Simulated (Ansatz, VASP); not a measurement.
# Two plane-wave programs on Ni

INCAR

```
PREC     = Accurate       # precision mode
ENCUT    = 520            # plane-wave cutoff, eV
EDIFF    = 1E-6           # SCF threshold, eV
ISMEAR   = 0              # smearing method
SIGMA    = 0.15           # smearing width, eV
LREAL    = F              # projectors in reciprocal space
LASPH    = T              # aspherical terms in the spheres
NELM     = 80             # most SCF steps
ALGO     = Fast           # electronic algorithm
ISIF     = 2              # what is computed and relaxed
LWAVE    = F              # write WAVECAR
LCHARG   = F              # write CHGCAR
GGA      = PE             # functional
NBANDS   = 11             # bands
```

Contents of KPOINTS:

```
Automatic mesh
0
Gamma
  24 24 24
```

POSCAR

```
Ni
1.0
    0.0000000000      1.7591360705      1.7591360705
    1.7591360705      0.0000000000      1.7591360705
    1.7591360705      1.7591360705      0.0000000000
Ni
1
Direct
    0.0000000000      0.0000000000      0.0000000000
```

Input for Ansatz:

```yaml
crystal:
  lattice:
    - [0.0, 1.7591360705, 1.7591360705]
    - [1.7591360705, 0.0, 1.7591360705]
    - [1.7591360705, 1.7591360705, 0.0]
  atoms:
    - { symbol: Ni, position: [0.0, 0.0, 0.0] }
basis:
  ecutwfc: 520.0
kpoints:
  mp_grid: { grid: [24, 24, 24] }
hamiltonian:
  xc: pbe
  pseudopotentials: { kind: paw, azcp: { folder: soft_1 } }
scf:
  occupations: { method: gaussian, width: 0.15 }
  lower_state_search: "off"
output:
  forces: true
  stress: true
  eigenvalues: true
```

Alike in both runs: task single point; functional PBE; k mesh 24 × 24 × 24; occupations gaussian, width 0.15 eV; no spin polarisation.

```csv
,VASP,Ansatz
version,VASP 6.6.1,Ansatz 0.2.0
potentials or method,"VASP PAW PBE potentials, release 64 (Ni), cutoff 520 eV","scalar-relativistic, plane waves, PAW"
valence electrons in the cell,10,18
```

Ansatz gave:

- gap on the k mesh at the Fermi level (eV): none
- pressure (GPa): -0.9

Problem. What did VASP give for the same quantities?

Solution. gap on the k mesh at the Fermi level (eV): none; pressure (GPa): -0.4.

A gap of «none» marks a metal or a gap that the smearing closes. With one functional, cell and mesh, what is left measures potentials, basis and numerics. VASP's potentials hold 10 valence electrons a cell and Ansatz's 18, so a difference there can come from the potentials and not from the codes.
